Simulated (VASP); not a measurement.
Wanted: the native input for a VASP 6.6.1 run.

```
Task                   : relaxation of the atoms
Functional             : PBE
Potentials or basis    : VASP PAW PBE potentials, release 64 (Ta_pv, As)
Cutoff                 : 520 eV
k mesh                 : 10 × 10 × 4
Occupations            : gaussian, width 0.1 eV
Spin                   : no spin polarisation
Dipole correction      : no
Further INCAR settings : ALGO = Normal; EDIFF = 1e-07; IBRION = 2; EDIFFG = -0.008; NSW = 60
```

The structure of TaAs lies in POSCAR:

```
TaAs
1.0
    3.5321551135      0.0000000000      0.0000000000
    0.0000000000      3.5321551135      0.0000000000
    0.0000000000      0.0000000000     11.9692796537
Ta As
4 4
Direct
    0.0000000000      0.5000000000      0.7501741996
    0.5000000000      0.5000000000      0.0001741996
    0.5000000000      0.0000000000      0.2501741996
    0.0000000000      0.0000000000      0.5001741996
    0.5000000000      0.0000000000      0.8324252204
    0.0000000000      0.0000000000      0.0824252204
    0.0000000000      0.5000000000      0.3324252204
    0.5000000000      0.5000000000      0.5824252204
```

This cell differs from its parent crystal: equal strain along all axes, cell held: +2.0 %.

These files were run (other wordings do the same):

INCAR

```
SYSTEM = TaAs
PREC = Accurate ; ENCUT = 520
EDIFF = 1E-7 ; ISMEAR = 0
SIGMA = 0.1 ; LREAL = .False.
LASPH = .True. ; NELM = 60
ALGO = Normal ; ISIF = 2
LWAVE = .False. ; LCHARG = .False.
GGA = PE ; IBRION = 2
NSW = 60 ; EDIFFG = -0.008
KPAR = 4
```

KPOINTS

```
Automatic mesh
0
Gamma
  10 10 4
  0 0 0
```

Potentials or basis: VASP PAW PBE potentials, release 64 (Ta_pv, As).

Launch:

```sh
$ cat potpaw_PBE.64/Ta_pv/POTCAR potpaw_PBE.64/As/POTCAR > POTCAR
$ mpirun -np 4 vasp_std > vasp.out
```

Results of the run:

```yaml
Energy_gained_by_relaxing: 0.0 meV/atom
Ionic_steps: 2
Pressure_after_relaxing: -8.9 GPa
Band_gap_on_the_k_mesh: 0.08 eV
```

Caveat: the cell differs from its parent crystal (equal strain along all axes, cell held: +2.0 %); spin-orbit coupling is left out, which moves the levels of the heavy elements.

Run time: 58 s on 4 MPI ranks on Intel(R) Xeon(R) 6975P-C (Granite Rapids), on a shared host, peak memory 0.46 GiB a rank.
